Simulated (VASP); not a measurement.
# FeO (Fm-3m) in VASP: notebook

FeO is run at these levels: PBE; tasks: single point.

Everything below comes from runs of VASP 6.6.1. Logs are shortened: lines on timing, memory, paths and dates and some standing lists are left out, and cuts for length are marked.

## (1) The cell of the first run

Symmetry: Fm-3m, No. 225, cubic system. Conventional cell: a = 4.238 Å, b = 4.238 Å, c = 4.238 Å, α = 90.00°, β = 90.00°, γ = 90.00°. Within 2.8 Å of Fe (site symmetry m-3m) lie 6 O at 2.12 Å. O (site symmetry m-3m) has 6 Fe at 2.12 Å within 2.8 Å.

## (2) Single point, PBE, collinear spin, ferromagnetic start (9.51 Å³/atom)

The input, INCAR:

```
SYSTEM = FeO
PREC     = Accurate       ! precision mode
ENCUT    = 520            ! plane-wave cutoff, eV
EDIFF    = 1E-7           ! SCF threshold, eV
ISMEAR   = -1             ! smearing method
SIGMA    = 0.03           ! smearing width, eV
LREAL    = .FALSE.        ! projectors in reciprocal space
LASPH    = .TRUE.         ! aspherical terms in the spheres
NELM     = 150            ! most SCF steps
ALGO     = Normal         ! electronic algorithm
ISIF     = 2              ! what is computed and relaxed
LWAVE    = .FALSE.        ! write WAVECAR
LCHARG   = .FALSE.        ! write CHGCAR
ISPIN    = 2              ! spin polarisation
MAGMOM   = 3 0            ! initial moments
LORBIT   = 11             ! projections on sites
LMAXMIX  = 4              ! l up to which the mixer works
GGA      = PE             ! functional
NBANDS   = 18             ! bands
```

The input, KPOINTS:

```
Automatic mesh
0
G
  15 15 15
  0 0 0
```

The input, POSCAR:

```
FeO
1.0
    0.0000000000      2.1188607378      2.1188607378
    2.1188607378      0.0000000000      2.1188607378
    2.1188607378      2.1188607378      0.0000000000
Fe O
1 1
Direct
    0.0000000000      0.0000000000      0.0000000000
    0.5000000000      0.5000000000      0.5000000000
```

Potentials or basis: VASP PAW PBE potentials, release 64 (Fe, O).

Command:

```bash
$ cat potpaw_PBE.64/Fe/POTCAR potpaw_PBE.64/O/POTCAR > POTCAR
$ mpirun -np 1 vasp_std > vasp.out
```

OUTCAR:

```text
SYSTEM = FeO
   PREC = Accurate
   ENCUT = 520
   EDIFF = 1E-7
   ISMEAR = -1
   LREAL = .FALSE.
   LASPH = .TRUE.
   NELM = 150
   ISIF = 2
   ISPIN = 2
   LORBIT = 11
   GGA = PE

 ion  position               nearest neighbor table
   1  0.000  0.000  0.000-   2 2.12   2 2.12   2 2.12   2 2.12   2 2.12   2 2.12
   2  0.500  0.500  0.500-   1 2.12   1 2.12   1 2.12   1 2.12   1 2.12   1 2.12

  LATTYP: Found a face centered cubic cell.
 ALAT       =     4.2377214756

  Lattice vectors:

 A1 = (   0.0000000000,   2.1188607378,   2.1188607378)
 A2 = (   2.1188607378,   0.0000000000,   2.1188607378)
 A3 = (   2.1188607378,   2.1188607378,   0.0000000000)

Analysis of symmetry for initial positions (statically):
=====================================================================
 Subroutine PRICEL returns:
 Original cell was already a primitive cell.

 Routine SETGRP: Setting up the symmetry group for a
 face centered cubic supercell.

 Subroutine GETGRP returns: Found 48 space group operations
 (whereof 48 operations were pure point group operations)
 out of a pool of 48 trial point group operations.

The static configuration has the point symmetry O_h .

Analysis of symmetry for dynamics (positions and initial velocities):
=====================================================================
 Subroutine PRICEL returns:
 Original cell was already a primitive cell.

 Routine SETGRP: Setting up the symmetry group for a
 face centered cubic supercell.

 Subroutine GETGRP returns: Found 48 space group operations
 (whereof 48 operations were pure point group operations)
 out of a pool of 48 trial point group operations.

The dynamic configuration has the point symmetry O_h .

Analysis of structural, dynamic, and magnetic symmetry:
=====================================================================
 Subroutine PRICEL returns:
 Original cell was already a primitive cell.

 Routine SETGRP: Setting up the symmetry group for a
 face centered cubic supercell.

 Subroutine GETGRP returns: Found 48 space group operations
 (whereof 48 operations were pure point group operations)
 out of a pool of 48 trial point group operations.

The overall configuration has the point symmetry O_h .

 Subroutine INISYM returns: Found 48 space group operations
 (whereof 48 operations are pure point group operations),
 and found     1 'primitive' translations

[... 115 lines left out ...]
  volume/ion in A,a.u.               =       9.51        64.20
  Fermi-wavevector in a.u.,A,eV,Ry     =   1.477991  2.792998 29.721344  2.184457
  Thomas-Fermi vector in A             =   2.592327
   LORBIT       =     11    0 simple, 1 ext, 2 COOP (PROOUT), +10 PAW based schemes
   GGA     = PE    functional components
   LHFCALC =     F    Hartree Fock is set to
   AEXX    =    0.0000 exact exchange contribution
   IVDW    =     0    specifies the selected vdW correction
   LEPSILON=     F    determine dielectric tensor
   LRPA    =     F    only Hartree local field effects (RPA)
 spin polarized calculation
  energy-cutoff  :      520.00
  volume of cell :       19.03
 maximum number of plane-waves:       533
   NGX = 11   NGY = 11   NGZ = 11

 number of electron      14.0000000 magnetization       3.9998587

 Free energy of the ion-electron system (eV)
  ---------------------------------------------------
  ext. energy  EPLUGINS =         0.00000000
  ---------------------------------------------------
  free energy    TOTEN  =       -14.90120203 eV

  energy without entropy =      -14.89782621  energy(sigma->0) =      -14.89951412

 E-fermi :   6.7612     XC(G=0): -12.4502

 val. band max:        6.7603162034   @ k =   0.4000   0.0667   0.0000
 cond. band min:       6.7636957593   @ k =  -0.2667   0.2000   0.0000
 fundamental gap:      0.0033795560
 Fermi energy:         6.7611553784

 spin component 1

 k-point     1 :       0.0000    0.0000    0.0000
  band No.  band energies     occupation
      1     -14.3818      1.00000
      2       2.7901      1.00000
      3       2.7901      1.00000
      4       2.7901      1.00000
      5       2.8376      1.00000
      6       2.8376      1.00000
[... 493 lines left out ...]
     17      32.1229      0.00000
     18      33.1710      0.00000

 [... further k-points ...]

 spin component 2

 k-point     1 :       0.0000    0.0000    0.0000
  band No.  band energies     occupation
      1     -13.8297      1.00000
      2       3.3735      1.00000
      3       3.3735      1.00000
      4       3.3735      1.00000
      5       5.9614      1.00000
      6       5.9616      1.00000
[... 493 lines left out ...]
     17      33.4327      0.00000
     18      34.4642      0.00000

 [... further k-points ...]

------------------------ aborting loop because EDIFF is reached ----------------------------------------

  FORCE on cell =-STRESS in cart. coord.  units (eV):
  Direction    XX          YY          ZZ          XY          YZ          ZX
  --------------------------------------------------------------------------------------
  -------------------------------------------------------------------------------------
  Total        1.2603627      1.2603627      1.2603627      0.0000000      0.0000000      0.0000000
  in kB      106.1375121    106.1375121    106.1375121      0.0000000      0.0000000      0.0000000
  external PRESSURE =     106.1375121 kB  Pullay stress =       0.0000000 kB

 VOLUME and BASIS-vectors are now :
 -----------------------------------------------------------------------------
  energy-cutoff  :      520.00
  volume of cell :       19.03
      direct lattice vectors                 reciprocal lattice vectors
     0.000000000  2.118860738  2.118860738    -0.235975867  0.235975867  0.235975867
     2.118860738  0.000000000  2.118860738     0.235975867 -0.235975867  0.235975867
     2.118860738  2.118860738  0.000000000     0.235975867  0.235975867 -0.235975867

 POSITION                                       TOTAL-FORCE (eV/Angst)
 -----------------------------------------------------------------------------------
      0.00000      0.00000      0.00000         0.000000      0.000000      0.000000
      2.11886      2.11886      2.11886        -0.000000     -0.000000     -0.000000
 -----------------------------------------------------------------------------------
    total drift:                                0.000000     -0.000000     -0.000000

  FREE ENERGIE OF THE ION-ELECTRON SYSTEM (eV)
  ---------------------------------------------------
  free  energy   TOTEN  =       -14.9012020323 eV

  energy  without entropy=      -14.8978262099  energy(sigma->0) =      -14.89951412

 total charge

# of ion       s       p       d       tot
------------------------------------------
    1        0.302   0.395   6.124   6.821
    2        1.557   3.466   0.000   5.023
--------------------------------------------------
tot          1.859   3.861   6.124  11.843

 magnetization (x)

# of ion       s       p       d       tot
------------------------------------------
    1        0.027   0.022   3.561   3.611
    2        0.032   0.280   0.000   0.312
--------------------------------------------------
tot          0.059   0.303   3.561   3.923
```

OSZICAR:

```text
N       E                     dE             d eps       ncg     rms          rms(c)
DAV:   1     0.663017435306E+02    0.66302E+02   -0.67457E+03  9436   0.910E+02
DAV:   2    -0.130394288391E+02   -0.79341E+02   -0.68002E+02  8808   0.205E+02
DAV:   3    -0.172157210587E+02   -0.41763E+01   -0.40635E+01  9896   0.501E+01
DAV:   4    -0.172450835781E+02   -0.29363E-01   -0.29344E-01 10632   0.399E+00
DAV:   5    -0.172452710645E+02   -0.18749E-03   -0.18748E-03 10260   0.330E-01    0.179E+01
DAV:   6    -0.154837046571E+02    0.17616E+01   -0.13670E+01 11590   0.547E+01    0.195E+01
DAV:   7    -0.149283775541E+02    0.55533E+00   -0.25327E+00 11158   0.314E+01    0.101E+01
DAV:   8    -0.149194191445E+02    0.89584E-02   -0.13877E-01 10888   0.411E+00    0.568E+00
DAV:   9    -0.149017295307E+02    0.17690E-01   -0.63850E-02 13650   0.386E+00    0.114E+00
DAV:  10    -0.149005233910E+02    0.12061E-02   -0.17904E-02 11602   0.273E+00    0.257E-01
DAV:  11    -0.149011695359E+02   -0.64614E-03   -0.22938E-03 10798   0.424E-01    0.634E-02
DAV:  12    -0.149011859586E+02   -0.16423E-04   -0.42650E-05 10372   0.710E-02    0.418E-02
DAV:  13    -0.149011995199E+02   -0.13561E-04   -0.10810E-05 11682   0.425E-02    0.152E-02
DAV:  14    -0.149012023153E+02   -0.27954E-05   -0.29311E-06 10612   0.158E-02    0.670E-03
DAV:  15    -0.149012020957E+02    0.21959E-06   -0.20225E-07  8630   0.616E-03    0.224E-03
DAV:  16    -0.149012020323E+02    0.63430E-07   -0.30905E-07  9206   0.446E-03
   1 F= -.14901202E+02 E0= -.14899514E+02  d E =-.337582E-02  mag=     4.0000
```

It took 2.4 min on 1 thread of Intel Xeon 8259CL, shared host; peak memory 0.2 GiB.

What came out:

```
Free energy                                           : -14.9012 eV
Pressure                                              : 10.6 GPa
Band gap on the k mesh                                : zero (filled and empty bands overlap)
Net moment                                            : 4.00 μB per cell
Site moments                                          : Fe +3.61; O +0.31 μB
Valence electrons inside the program's atomic spheres : Fe 6.82; O 5.02
```

Caveat: the cell stands under pressure; a cell with one magnetic atom can't hold antiferromagnetic order, which such compounds often take; semilocal functionals often make such compounds metallic where correlation or magnetic order opens a gap, which also shifts bond lengths. With open d or f shells a metallic result of PBE can be an artefact of self-interaction; +U or a hybrid may open a gap.

## (3) Single point, PBE, collinear spin, ferromagnetic start (9.76 Å³/atom)

This run uses another cell than the first one, of 9.76 Å³/atom.

The input, INCAR:

```
ALGO = Normal
EDIFF = 1E-6
ENCUT = 520
GGA = PE
ISIF = 2
ISMEAR = -1
ISPIN = 2
LASPH = T
LCHARG = T
LELF = T
LMAXMIX = 4
LORBIT = 11
LREAL = F
LVHAR = T
LWAVE = F
MAGMOM = 3 0
NBANDS = 18
NELM = 150
PREC = Accurate
SIGMA = 0.03
```

The input, KPOINTS:

```
k-points
0
Gamma
  15 15 15
```

The input, POSCAR:

```
FeO
1.0
    0.0000000000      2.1372865386      2.1372865386
    2.1372865386      0.0000000000      2.1372865386
    2.1372865386      2.1372865386      0.0000000000
Fe O
1 1
Direct
    0.0000000000      0.0000000000      0.0000000000
    0.5000000000      0.5000000000      0.5000000000
```

Potentials or basis: VASP PAW PBE potentials, release 64 (Fe, O).

Command:

```bash
$ cat potpaw_PBE.64/Fe/POTCAR potpaw_PBE.64/O/POTCAR > POTCAR
$ mpirun -np 1 vasp_std > vasp.out
```

Wall time 2.3 min (1 thread of Intel Xeon 8259CL, shared host); peak memory 0.19 GiB.

The run converged. Its results:

```
Free energy                                           : -14.9257 eV
Pressure                                              : 4.8 GPa
Band gap on the k mesh                                : zero (filled and empty bands overlap)
Net moment                                            : 4.00 μB per cell
Site moments                                          : Fe +3.62; O +0.31 μB
Valence electrons inside the program's atomic spheres : Fe 6.77; O 5.01
```

Levels at points of the mesh, in eV from the Fermi level:
Spin up:
| k point | band 6 | band 7 | band 8 | band 9 | band 10 | band 11 | band 12 | band 13 |
| --- | --- | --- | --- | --- | --- | --- | --- | --- |
| (0.00, 0.00, 0.00) | -3.88 | -3.88 | -3.68 | -3.68 | 0.24 | 15.56 | 17.25 | 17.25 |
Spin down:
```
           k point  band 2  band 3  band 4  band 5  band 6  band 7  band 8  band 9
(0.00, 0.00, 0.00)   -3.31   -3.31   -3.31   -0.76   -0.76   -0.76    0.19    0.19
```

Caveat: the cell stands under pressure; a cell with one magnetic atom can't hold antiferromagnetic order, which such compounds often take; semilocal functionals often make such compounds metallic where correlation or magnetic order opens a gap, which also shifts bond lengths. With open d or f shells a metallic result of PBE can be an artefact of self-interaction; +U or a hybrid may open a gap.

## (4) Single point, PBE, collinear spin, ferromagnetic start (10.26 Å³/atom)

This run uses another cell than the first one, of 10.26 Å³/atom.

The input, INCAR:

```
PREC     = Accurate       # precision mode
ENCUT    = 520            # plane-wave cutoff, eV
EDIFF    = 1E-7           # SCF threshold, eV
ISMEAR   = -1             # smearing method
SIGMA    = 0.03           # smearing width, eV
LREAL    = False          # projectors in reciprocal space
LASPH    = True           # aspherical terms in the spheres
NELM     = 150            # most SCF steps
ALGO     = Normal         # electronic algorithm
ISIF     = 2              # what is computed and relaxed
LWAVE    = False          # write WAVECAR
LCHARG   = True           # write CHGCAR
ISPIN    = 2              # spin polarisation
MAGMOM   = 3 0            # initial moments
LORBIT   = 11             # projections on sites
LMAXMIX  = 4              # l up to which the mixer works
GGA      = PE             # functional
LELF     = True           # ELF
LVHAR    = True         
NBANDS   = 18             # bands
```

The input, KPOINTS:

```
Automatic mesh
0
Gamma
  15 15 15
```

The input, POSCAR:

```
FeO
1.0
    0.0000000000      2.1732140310      2.1732140310
    2.1732140310      0.0000000000      2.1732140310
    2.1732140310      2.1732140310      0.0000000000
Fe O
1 1
Direct
    0.0000000000      0.0000000000      0.0000000000
    0.5000000000      0.5000000000      0.5000000000
```

Command:

```bash
$ cat potpaw_PBE.64/Fe/POTCAR potpaw_PBE.64/O/POTCAR > POTCAR
$ mpirun -np 1 vasp_std > vasp.out
```

Run time: 2.5 min. Hardware: 1 thread of Intel Xeon 8259CL, shared host; peak memory 0.2 GiB.

Results (log left out):

```yaml
Free_energy: -14.9264 eV
Pressure: -4.5 GPa
Band_gap_on_the_k_mesh: zero (filled and empty bands overlap)
Net_moment: 4.00 μB per cell
Site_moments: Fe +3.62; O +0.30 μB
Valence_electrons_inside_the_program's_atomic_spheres: Fe 6.69; O 4.98
```

Levels at points of the mesh, in eV from the Fermi level:
Spin up:
```
           k point  band 6  band 7  band 8  band 9  band 10  band 11  band 12  band 13
(0.00, 0.00, 0.00)   -3.70   -3.70   -3.67   -3.67    -0.04    15.39    16.83    16.83
```
Spin down:
```
           k point  band 2  band 3  band 4  band 5  band 6  band 7  band 8  band 9
(0.00, 0.00, 0.00)   -3.16   -3.16   -3.16   -0.70   -0.70   -0.70    0.21    0.21
```

Caveat: the cell stands under tension; a cell with one magnetic atom can't hold antiferromagnetic order, which such compounds often take; semilocal functionals often make such compounds metallic where correlation or magnetic order opens a gap, which also shifts bond lengths. With open d or f shells a metallic result of PBE can be an artefact of self-interaction; +U or a hybrid may open a gap.

## (5) Single point, PBE, collinear spin, ferromagnetic start (10.51 Å³/atom)

This run uses another cell than the first one, of 10.51 Å³/atom.

The input, INCAR:

```
PREC = Accurate ; ENCUT = 520
EDIFF = 1E-6 ; ISMEAR = -1
SIGMA = 0.03 ; LREAL = False
LASPH = True ; NELM = 150
ALGO = Normal ; ISIF = 2
LWAVE = False ; LCHARG = True
ISPIN = 2 ; MAGMOM = 3 0
LORBIT = 11 ; LMAXMIX = 4
GGA = PE ; LELF = True
LVHAR = True ; NBANDS = 18
```

KPOINTS is that of step 4.

The input, POSCAR:

```
FeO
1.0
    0.0000000000      2.1907407075      2.1907407075
    2.1907407075      0.0000000000      2.1907407075
    2.1907407075      2.1907407075      0.0000000000
Fe O
1 1
Direct
    0.0000000000      0.0000000000      0.0000000000
    0.5000000000      0.5000000000      0.5000000000
```

Command:

```bash
$ cat potpaw_PBE.64/Fe/POTCAR potpaw_PBE.64/O/POTCAR > POTCAR
$ mpirun -np 1 vasp_std > vasp.out
```

It took 2.1 min on 1 thread of Intel Xeon 8259CL, shared host; peak memory 0.2 GiB.

Results (log left out):

| Quantity | Value |
| --- | --- |
| Free energy | -14.9067 eV |
| Pressure | -8.4 GPa |
| Band gap on the k mesh | zero (filled and empty bands overlap) |
| Net moment | 4.00 μB per cell |
| Site moments | Fe +3.62; O +0.29 μB |
| Valence electrons inside the program's atomic spheres | Fe 6.66; O 4.97 |

Levels at points of the mesh, in eV from the Fermi level:
Spin up:
```tsv
k point	band 5	band 6	band 7	band 8	band 9	band 10	band 11	band 12	band 13	band 14
(0.00, 0.00, 0.00)	-3.67	-3.67	-3.62	-3.62	-3.62	-0.16	15.30	16.64	16.64	16.64
```
Spin down:
| k point | band 2 | band 3 | band 4 | band 5 | band 6 | band 7 | band 8 | band 9 |
| --- | --- | --- | --- | --- | --- | --- | --- | --- |
| (0.00, 0.00, 0.00) | -3.08 | -3.08 | -3.08 | -0.67 | -0.67 | -0.67 | 0.21 | 0.21 |

Caveat: the cell stands under tension; a cell with one magnetic atom can't hold antiferromagnetic order, which such compounds often take; semilocal functionals often make such compounds metallic where correlation or magnetic order opens a gap, which also shifts bond lengths. With open d or f shells a metallic result of PBE can be an artefact of self-interaction; +U or a hybrid may open a gap.

## (6) Overview

| cell | gap on the mesh (eV) | pressure (GPa) | moment (μB) |
| --- | --- | --- | --- |
| a = 2.997 Å, angles 60.0°, 2 atoms | none | 10.6 | 4.00 |
| a = 3.023 Å, angles 60.0°, 2 atoms | none | 4.8 | 4.00 |
| a = 3.073 Å, angles 60.0°, 2 atoms | none | -4.5 | 4.00 |
| a = 3.098 Å, angles 60.0°, 2 atoms | none | -8.4 | 4.00 |

Alike in all rows: task single point; level PBE; potentials or basis VASP PAW PBE potentials, release 64 (Fe, O); spin collinear, ferromagnetic start; k mesh 15 × 15 × 15; cutoff (eV) 520; smearing fermi-dirac 0.03 eV.

Caveats: a cell with one magnetic atom can't hold antiferromagnetic order, which such compounds often take; semilocal functionals often make such compounds metallic where correlation or magnetic order opens a gap, which also shifts bond lengths; the cell stands under pressure (at least some runs); the cell stands under tension (at least some runs).

Absolute energies hang on the potentials; compare differences alone.
